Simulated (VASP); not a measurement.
Input of a VASP 6.6.1 run:

Contents of INCAR:

```
SYSTEM = InO5
  ALGO = Normal
  EDIFF = 1E-7
  ENCUT = 520
  GGA = PE
  ISIF = 2
  ISMEAR = 0
  LASPH = .TRUE.
  LCHARG = .FALSE.
  LREAL = .FALSE.
  LWAVE = .FALSE.
  NBANDS = 30
  NELM = 100
  PREC = Accurate
  SIGMA = 0.1
```

File KPOINTS:

```
k-points
0
G
  6 6 4
  0 0 0
```

Contents of POSCAR:

```
InO5
1.0
    4.6683712200      0.0000000000      0.0000000000
   -2.3341856100      4.0429280700      0.0000000000
    0.0000000000      0.0000000000      3.8919082600
In O
1 5
Direct
    0.0000000000      0.0000000000      0.0000000000
    0.5000000000      0.0000000000      0.5000000000
    0.5000000000      0.5000000000      0.5000000000
    0.0000000000      0.5000000000      0.5000000000
    0.3333333300      0.6666666700      0.0000000000
    0.6666666700      0.3333333300      0.0000000000
```

Potentials or basis: VASP PAW PBE potentials, release 64 (In_d, O).

Launch:

```console
$ cat potpaw_PBE.64/In_d/POTCAR potpaw_PBE.64/O/POTCAR > POTCAR
$ mpirun -np 1 vasp_std > vasp.out
```

Q: Estimate the pressure.

A: -17.4 GPa.

Stress tensor (GPa, compression positive):
```
-20.42   0.00   0.00
  0.00 -20.42   0.00
  0.00   0.00 -11.49
```

Caveat: the k points lie up to 0.40 Å⁻¹ apart; an odd number of electrons without spin polarisation forces a metal; a magnetic or distorted state may lie lower.
